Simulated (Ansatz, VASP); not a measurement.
Ru: VASP beside Ansatz

The input INCAR:

```
PREC = Accurate
ENCUT = 520
EDIFF = 1E-6
ISMEAR = 0
SIGMA = 0.15
LREAL = False
LASPH = True
NELM = 100
ALGO = Fast
ISIF = 2
LWAVE = False
LCHARG = True
GGA = PS
LELF = True
LVHAR = True
NBANDS = 21
```

KPOINTS

```
Automatic mesh
0
Gamma
  24 24 14
```

File POSCAR:

```
Ru
1.0
    2.6895239993      0.0000000000      0.0000000000
   -1.3447619996      2.3291961075      0.0000000000
    0.0000000000      0.0000000000      4.1243633241
Ru
2
Direct
    0.3333333333      0.6666666667      0.2500000000
    0.6666666667      0.3333333333      0.7500000000
```

Input for Ansatz:

```yaml
crystal:
  lattice:
    - [2.6895239993, 0.0, 0.0]
    - [-1.3447619996, 2.3291961075, 0.0]
    - [0.0, 0.0, 4.1243633241]
  atoms:
    - { symbol: Ru, position: [0.3333333333, 0.6666666667, 0.25] }
    - { symbol: Ru, position: [0.6666666667, 0.3333333333, 0.75] }
basis:
  ecutwfc: 420
kpoints:
  mp_grid: { grid: [24, 24, 14] }
hamiltonian:
  xc: pbesol
scf:
  occupations: { method: gaussian, width: 0.15 }
output:
  forces: true
  stress: true
  eigenvalues: true
```

Change from the starting cell: strain -0.0300 x Voigt [0, 0, 1, 0, 0, 0], atoms carried along.

Alike in both runs: task single point; functional PBEsol; k mesh 24 × 24 × 14; occupations gaussian, width 0.15 eV; no spin polarisation.

|  | VASP | Ansatz |
| --- | --- | --- |
| version | VASP 6.6.1 | Ansatz 0.2.0 |
| potentials or method | VASP PAW PBE potentials, release 64 (Ru_pv), cutoff 520 eV | scalar-relativistic, plane waves, PAW |
| valence electrons in the cell | 28 | 32 |

Ansatz gave:

* gap on the k mesh at the Fermi level (eV): none
* pressure (GPa): 12.3
* traceless stress, the component that is largest in VASP (GPa): 10.69

Task: Estimate VASP's values.

Result: gap on the k mesh at the Fermi level (eV): none; pressure (GPa): 12.4; traceless stress, the component that is largest in VASP (GPa): 10.72.

VASP's potentials were made for PBE, not for PBEsol. A gap of «none» marks a metal or a gap that the smearing closes. VASP's potentials hold 28 valence electrons a cell and Ansatz's 32, so a difference there can come from the potentials and not from the codes.
